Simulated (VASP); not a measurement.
# Si2WC3 (Pmm2) in VASP: single point with PBE

Aim: the single point of Si2WC3 with PBE.

Program: VASP 6.6.1. These are calculated values, not measurements. Logs are shortened: lines on timing, memory, paths and dates and some standing lists are left out, and cuts for length are marked.

## Step 1: The cell of the first run

It takes space group Pmm2 (No. 25, orthorhombic). The conventional cell has a = 2.645 Å, b = 4.350 Å, c = 6.024 Å, α = 90.00°, β = 90.00°, γ = 90.00°. Si (site symmetry mm2) has 10 C at 2.55 to 3.10 Å and 4 Si at 2.64 to 2.74 Å and 2 W at 2.67 Å within 3.4 Å. Si (site symmetry mm2) has 4 Si at 2.64 to 2.74 Å and 4 W at 2.69 Å and 8 C at 2.91 to 3.28 Å within 3.5 Å. Within 2.7 Å of W (site symmetry mm2) lie 3 C at 2.07 to 2.28 Å and 2 W at 2.64 Å and 6 Si at 2.67 to 2.69 Å. C (site symmetry mm2) has 3 C at 1.45 to 1.50 Å within 1.9 Å. C (site symmetry mm2) has 1 C at 1.45 Å within 1.9 Å. Within 2.0 Å of C (site symmetry mm2) lie 2 C at 1.50 Å.

## Step 2: Single point, PBE

Contents of INCAR:

```
ALGO = Normal
EDIFF = 1E-6
ENCUT = 520
GGA = PE
ISIF = 2
ISMEAR = 0
LASPH = T
LCHARG = F
LREAL = F
LWAVE = F
NBANDS = 26
NELM = 80
PREC = Accurate
SIGMA = 0.2
```

Contents of KPOINTS:

```
k-points
0
Gamma
  4 4 3
```

Contents of POSCAR:

```
Si2WC3
1.0
    4.3497142759      0.0000000000      0.0000000000
    0.0000000000      2.6449221073      0.0000000000
    0.0000000000      0.0000000000      6.0242340630
Si W C
2 1 3
Direct
    0.0000000000      0.0000000000      1.0780928078
    0.0000000000      0.5000000000      0.4773327593
    0.5000000000      0.0000000000      0.3344186585
    0.5000000000      0.5000000000      0.8284156052
    0.5000000000      0.5000000000      0.0692484570
    0.5000000000      0.0000000000      0.7124917122
```

Potentials or basis: VASP PAW PBE potentials, release 64 (Si, W_sv, C).

Launch:

```sh
$ cat potpaw_PBE.64/Si/POTCAR potpaw_PBE.64/W_sv/POTCAR potpaw_PBE.64/C/POTCAR > POTCAR
$ mpirun -np 1 vasp_std > vasp.out
```

OUTCAR:

```text
EDIFF = 1E-6
   ENCUT = 520
   GGA = PE
   ISIF = 2
   ISMEAR = 0
   LASPH = T
   LREAL = F
   NELM = 80
   PREC = Accurate

 ion  position               nearest neighbor table
   1  0.000  0.000  0.078-   5 2.55   5 2.55   5 2.55   5 2.55   3 2.67   3 2.67   2 2.74   2 2.74

   2  0.000  0.500  0.477-   3 2.69   3 2.69   3 2.69   3 2.69   1 2.74   1 2.74
   3  0.500  0.000  0.334-   5 2.07   5 2.07   6 2.28   1 2.67   1 2.67   2 2.69   2 2.69   2 2.69
                             2 2.69
   4  0.500  0.500  0.828-   5 1.45   6 1.50   6 1.50
   5  0.500  0.500  0.069-   4 1.45   3 2.07   3 2.07   1 2.55   1 2.55   1 2.55   1 2.55
   6  0.500  0.000  0.712-   4 1.50   4 1.50   3 2.28

  LATTYP: Found a simple orthorhombic cell.
 ALAT       =     2.6449221073
 B/A-ratio  =     1.6445528826
 C/A-ratio  =     2.2776602934

  Lattice vectors:

 A1 = (   0.0000000000,  -2.6449221073,   0.0000000000)
 A2 = (   4.3497142759,   0.0000000000,   0.0000000000)
 A3 = (   0.0000000000,   0.0000000000,   6.0242340630)

Analysis of symmetry for initial positions (statically):
=====================================================================
 Subroutine PRICEL returns:
 Original cell was already a primitive cell.

 Routine SETGRP: Setting up the symmetry group for a
 simple orthorhombic supercell.

 Subroutine GETGRP returns: Found  4 space group operations
 (whereof  4 operations were pure point group operations)
 out of a pool of  8 trial point group operations.

The static configuration has the point symmetry C_2v.

Analysis of symmetry for dynamics (positions and initial velocities):
=====================================================================
 Subroutine PRICEL returns:
 Original cell was already a primitive cell.

 Routine SETGRP: Setting up the symmetry group for a
 simple orthorhombic supercell.

 Subroutine GETGRP returns: Found  4 space group operations
 (whereof  4 operations were pure point group operations)
 out of a pool of  8 trial point group operations.

The dynamic configuration has the point symmetry C_2v.

 Subroutine INISYM returns: Found  4 space group operations
 (whereof  4 operations are pure point group operations),
 and found     1 'primitive' translations

----------------------------------------------------------------------------------------

                                     Primitive cell

  volume of cell :      69.3067

  direct lattice vectors                    reciprocal lattice vectors
[... 90 lines left out ...]
   EDIFFG = 0.1E-04   stopping-criterion for IOM
   NSW    =      0    number of steps for IOM
   IBRION =     -1    ionic relax: 0-MD 1-quasi-New 2-CG
   NFREE  =      0    steps in history (QN), initial steepest desc. (CG)
   ISIF   =      2    stress and relaxation
   ISYM   =      2    0-nonsym 1-usesym 2-fastsym
   POTIM  = 0.5000    time-step for ionic-motion
   TEBEG  =    0.0;   TEEND  =   0.0 temperature during run
   PSTRESS=    0.0 pullay stress
   NELECT =      34.0000    total number of electrons
   NUPDOWN=      -1.0000    fix difference up-down
   EMIN   =  10.00;   EMAX   =-10.00  energy-range for DOS
   EFERMI =   0.00;   METHOD = LEGACY
   ISMEAR =     0;   SIGMA  =   0.20  broadening in eV -4-tet -1-fermi 0-gaus
   EFERMI_NEDOS =   21; number of points for ismear=-14 and -15
   IALGO  =     38    algorithm
   IMIX   =      4    mixing-type and parameters
     AMIX     =   0.40;   BMIX     =  1.00
     AMIX_MAG =   1.60;   BMIX_MAG =  1.00
  volume/ion in A,a.u.               =      11.55        77.95
  Fermi-wavevector in a.u.,A,eV,Ry     =   1.291148  2.439916 22.681767  1.667063
  Thomas-Fermi vector in A             =   2.422936
   LORBIT       =      0    0 simple, 1 ext, 2 COOP (PROOUT), +10 PAW based schemes
   GGA     = PE    functional components
   LHFCALC =     F    Hartree Fock is set to
   AEXX    =    0.0000 exact exchange contribution
   IVDW    =     0    specifies the selected vdW correction
   LEPSILON=     F    determine dielectric tensor
   LRPA    =     F    only Hartree local field effects (RPA)
 non-spin polarized calculation
 Gauss-broadening in eV      SIGMA  =   0.20
  energy-cutoff  :      520.00
  volume of cell :       69.31
 maximum number of plane-waves:      1896
   NGX = 17   NGY =  9   NGZ = 23

 number of electron      33.9999997 magnetization

 Free energy of the ion-electron system (eV)
  ---------------------------------------------------
  ext. energy  EPLUGINS =         0.00000000
  ---------------------------------------------------
  free energy    TOTEN  =       -46.86315458 eV

  energy without entropy =      -46.84425941  energy(sigma->0) =      -46.85370700

 E-fermi :   8.5859     XC(G=0): -11.7401

 val. band max:        8.5848556869   @ k =   0.0000   0.5000   0.3333
 cond. band min:       8.7452976840   @ k =   0.5000   0.2500   0.0000
 fundamental gap:      0.1604419971
 Fermi energy:         8.5858940177

 k-point     1 :       0.0000    0.0000    0.0000
  band No.  band energies     occupation
      1     -65.1569      2.00000
      2     -29.6386      2.00000
      3     -29.4275      2.00000
      4     -28.8193      2.00000
      5      -8.5547      2.00000
      6      -4.0890      2.00000
[... 511 lines left out ...]
     25      14.4614      0.00000
     26      15.3904      0.00000

------------------------ aborting loop because EDIFF is reached ----------------------------------------

  FORCE on cell =-STRESS in cart. coord.  units (eV):
  Direction    XX          YY          ZZ          XY          YZ          ZX
  --------------------------------------------------------------------------------------
  -------------------------------------------------------------------------------------
  Total        0.1562118      0.2121055      0.2313571      0.0000000      0.0000000      0.0000000
  in kB        3.6111787      4.9032835      5.3483265      0.0000000      0.0000000      0.0000000
  external PRESSURE =       4.6209295 kB  Pullay stress =       0.0000000 kB

 VOLUME and BASIS-vectors are now :
 -----------------------------------------------------------------------------
  energy-cutoff  :      520.00
  volume of cell :       69.31
      direct lattice vectors                 reciprocal lattice vectors
     4.349714276  0.000000000  0.000000000     0.229900158  0.000000000  0.000000000
     0.000000000  2.644922107  0.000000000     0.000000000  0.378082968  0.000000000
     0.000000000  0.000000000  6.024234063     0.000000000  0.000000000  0.165996206

 POSITION                                       TOTAL-FORCE (eV/Angst)
 -----------------------------------------------------------------------------------
      0.00000      0.00000      0.47045         0.000000      0.000000     -0.002132
      0.00000      1.32246      2.87556         0.000000      0.000000     -0.007228
      2.17486      0.00000      2.01462         0.000000      0.000000      0.013420
      2.17486      1.32246      4.99057         0.000000      0.000000     -0.001563
      2.17486      1.32246      0.41717         0.000000      0.000000     -0.004587
      2.17486      0.00000      4.29222         0.000000      0.000000      0.002090
 -----------------------------------------------------------------------------------
    total drift:                                0.000000      0.000000     -0.000131

  FREE ENERGIE OF THE ION-ELECTRON SYSTEM (eV)
  ---------------------------------------------------
  free  energy   TOTEN  =       -46.8631545847 eV

  energy  without entropy=      -46.8442594136  energy(sigma->0) =      -46.85370700
```

OSZICAR:

```text
N       E                     dE             d eps       ncg     rms          rms(c)
DAV:   1     0.221757546014E+03    0.22176E+03   -0.17443E+04  1008   0.127E+03
DAV:   2    -0.366244365061E+02   -0.25838E+03   -0.24538E+03  1078   0.329E+02
DAV:   3    -0.501615137875E+02   -0.13537E+02   -0.13180E+02  1226   0.712E+01
DAV:   4    -0.504041419816E+02   -0.24263E+00   -0.24175E+00  1144   0.999E+00
DAV:   5    -0.504083776525E+02   -0.42357E-02   -0.42324E-02  1204   0.134E+00    0.306E+01
DAV:   6    -0.473686867197E+02    0.30397E+01   -0.10511E+01  1212   0.229E+01    0.107E+01
DAV:   7    -0.470397817071E+02    0.32891E+00   -0.44100E+00  1146   0.121E+01    0.823E+00
DAV:   8    -0.468684463591E+02    0.17134E+00   -0.53602E-01  1106   0.517E+00    0.189E+00
DAV:   9    -0.468642776642E+02    0.41687E-02   -0.52177E-02  1106   0.142E+00    0.491E-01
DAV:  10    -0.468631662843E+02    0.11114E-02   -0.77245E-03  1108   0.497E-01    0.226E-01
DAV:  11    -0.468631567033E+02    0.95810E-05   -0.82617E-04  1174   0.161E-01    0.898E-02
DAV:  12    -0.468631533704E+02    0.33329E-05   -0.14738E-04  1100   0.680E-02    0.396E-02
DAV:  13    -0.468631540965E+02   -0.72611E-06   -0.17121E-05  1100   0.251E-02    0.903E-03
DAV:  14    -0.468631545847E+02   -0.48819E-06   -0.21128E-06   872   0.876E-03
   1 F= -.46863155E+02 E0= -.46853707E+02  d E =-.188952E-01
```

It took 17 s on 1 thread of Intel Xeon Platinum 8488C (Sapphire Rapids), shared host; peak memory 0.19 GiB.

What came out:

```
Free energy            : -46.8632 eV
Pressure               : 0.5 GPa
Largest force          : 0.013 eV/Å
Band gap on the k mesh : zero (band 17 reaches 9.11 eV, above the bottom of band 18 at 7.51 eV)
```

Forces on the atoms (eV/Å):
```
Si   0.000  0.000 -0.002
Si   0.000  0.000 -0.007
W    0.000  0.000  0.013
C    0.000  0.000 -0.002
C    0.000  0.000 -0.005
C    0.000  0.000  0.002
```

Stress tensor (GPa, compression positive):
```
0.36 0.00 0.00
0.00 0.49 0.00
0.00 0.00 0.53
```

Caveat: the k points lie up to 0.59 Å⁻¹ apart; spin-orbit coupling is left out, which moves the levels of the heavy elements.
